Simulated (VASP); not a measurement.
Input of a VASP 6.6.1 run:

INCAR

```
  ALGO = Normal
  DIPOL = 0.5 0.5 0.500
  EDIFF = 1E-7
  ENCUT = 520
  GGA = PE
  IDIPOL = 3
  ISIF = 2
  ISMEAR = 0
  LASPH = True
  LCHARG = False
  LDIPOL = True
  LREAL = False
  LWAVE = False
  NBANDS = 53
  NELM = 60
  PREC = Accurate
  SIGMA = 0.05
```

Contents of KPOINTS:

```
k-points
0
Gamma
  9 9 1
```

Contents of POSCAR:

```
Sn4Se5
1.0
    4.2862138071      0.0000000000      0.0000000000
   -2.1431069035      3.7119700430      0.0000000000
    0.0000000000      0.0000000000     28.9987156744
Se Sn
5 4
Direct
    0.3333333333      0.6666666667      0.2714649271
    0.0000000000      0.0000000000      0.3885667003
    0.6666666667      0.3333333333      0.5000000076
    0.3333333333      0.6666666667      0.6114333056
    0.0000000000      0.0000000000      0.7285350641
    0.6666666667      0.3333333333      0.3183222902
    0.3333333333      0.6666666667      0.4405434946
    0.0000000000      0.0000000000      0.5594565072
    0.6666666667      0.3333333333      0.6816777034
```

Potentials or basis: VASP PAW PBE potentials, release 64 (Se, Sn_d).

Command:

```bash
$ cat potpaw_PBE.64/Se/POTCAR potpaw_PBE.64/Sn_d/POTCAR > POTCAR
$ mpirun -np 1 vasp_std > vasp.out
```

Estimate the band gap on the k mesh.

zero (bands 43 and 44 overlap by 0.10 eV).

Predict the largest force.

0.013 eV/Å.

Forces on the atoms (eV/Å):
```
Se   0.000  0.000 -0.003
Se   0.000  0.000 -0.005
Se   0.000  0.000  0.000
Se   0.000  0.000  0.005
Se   0.000  0.000  0.003
Sn   0.000  0.000  0.004
Sn   0.000  0.000 -0.013
Sn   0.000  0.000  0.013
Sn   0.000  0.000 -0.004
```

Caveat: spin-orbit coupling is left out, which moves the levels of the heavy elements.
